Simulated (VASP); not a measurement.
## AlN: relaxation of the atoms with LDA

AlN:

```
Al N
1.0
     3.02680    0.00000    0.00000
    -1.51340    2.62129    0.00000
     0.00000    0.00000    4.94358
Al N
2 2
Direct
  0.33333 0.66667 0.00152
  0.66667 0.33333 0.50152
  0.33333 0.66667 0.38348
  0.66667 0.33333 0.88348
```

| Property | Result |
| --- | --- |
| Program | VASP 6.6.1 |
| Task | relaxation of the atoms |
| Functional | LDA |
| Potentials or basis | VASP PAW LDA potentials, release 64 (Al, N) |
| Cutoff | 520 eV |
| k mesh | 9 × 9 × 6 |
| Occupations | gaussian, width 0.05 eV |
| Spin | no spin polarisation |
| Dipole correction | no |
| Further INCAR settings | ALGO = Normal; EDIFF = 1e-07; IBRION = 2; EDIFFG = -0.01; NSW = 50 |

- Energy gained by relaxing: 1.3 meV/atom
- Ionic steps: 3
- Pressure after relaxing: 10.3 GPa
- Band gap on the k mesh: 4.90 eV, direct

Stress tensor (GPa, compression positive):
```
12.59  0.00  0.00
 0.00 12.59  0.00
 0.00  0.00  5.69
```

The path:
| step | energy change (eV) | largest force (eV/Å) | pressure (GPa) |
| --- | --- | --- | --- |
| 1 | 0.0000 | 0.2747 | 10.38 |
| 2 | -0.0045 | 0.1127 | 10.28 |
| 3 | -0.0054 | 0.0002 | 10.29 |

Final structure:
```yaml
crystal:
  lattice:
    - [3.02680, 0.00000, 0.00000]
    - [-1.51340, 2.62129, 0.00000]
    - [0.00000, 0.00000, 4.94358]
  atoms:
    - { symbol: Al, position: [0.33333, 0.66667, 0.00346] }
    - { symbol: Al, position: [0.66667, 0.33333, 0.50346] }
    - { symbol: N, position: [0.33333, 0.66667, 0.38154] }
    - { symbol: N, position: [0.66667, 0.33333, 0.88154] }
```

Levels at points of the mesh, in eV from the valence-band top:
```
           k point  band 4  band 5  band 6  band 7  band 8  band 9  band 10  band 11  band 12
(0.00, 0.00, 0.00)   -0.65   -0.65   -0.04   -0.04    0.00    4.90     7.42    10.98    11.74
(0.00, 0.00, 0.50)   -3.43   -0.36   -0.36   -0.36   -0.36    7.17     7.17    10.70    10.70
```

Wall time 25 s on 1 thread of Intel(R) Xeon(R) Platinum 8488C (Sapphire Rapids), on a shared host, peak memory 0.14 GiB.

A k mesh can miss the band edges. Expect the measured gap to be larger: semilocal functionals such as LDA lack the derivative discontinuity.
